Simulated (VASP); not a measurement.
Write the native input for VASP 6.6.1 that does the following.

| Item | Value |
| --- | --- |
| Task | single point |
| Functional | LDA |
| Potentials or basis | VASP PAW LDA potentials, release 64 (Te) |
| Cutoff | 520 eV |
| k mesh | 7 × 7 × 5 |
| Occupations | fermi-dirac, width 0.05 eV |
| Spin | no spin polarisation |
| Dipole correction | no |
| Further INCAR settings | ALGO = Normal; EDIFF = 1e-06; NBANDS = 16 |

The structure of Te lies in POSCAR:

```
Te
1.0
    3.8455900958     -2.1624295219      0.0000000000
    3.8455900958      2.1624295219      0.0000000000
   -0.0949153283      0.0000000000      6.0156685658
Te
3
Direct
    0.0000000000      0.0000000000      0.0000000000
    0.3094466100      0.3094466100      0.3388094900
    0.6905533900      0.6905533900      0.6611905100
```

One way to write it, as run:

INCAR

```
SYSTEM = Te
  ALGO = Normal
  EDIFF = 1E-6
  ENCUT = 520
  GGA = CA
  ISIF = 2
  ISMEAR = -1
  LASPH = .True.
  LCHARG = .False.
  LREAL = .False.
  LWAVE = .False.
  NBANDS = 16
  NELM = 60
  PREC = Accurate
  SIGMA = 0.05
```

KPOINTS

```
k-points
0
Gamma
  7 7 5
  0 0 0
```

Potentials or basis: VASP PAW LDA potentials, release 64 (Te).

The run is started by

```bash
$ cat potpaw_LDA.64/Te/POTCAR > POTCAR
$ mpirun -np 1 vasp_std > vasp.out
```

It gave:

```json
{"Pressure": "-3.6 GPa", "Largest force": "0.029 eV/Å", "Band gap on the k mesh": "0.05 eV, indirect (least direct gap 0.19 eV)"}
```

Caveat: spin-orbit coupling is left out, which moves the levels of the heavy elements.

It took 75 s on 1 thread of Intel(R) Xeon(R) Platinum 8375C CPU @ 2.90GHz (Ice Lake) (shared host), peak memory 0.24 GiB.
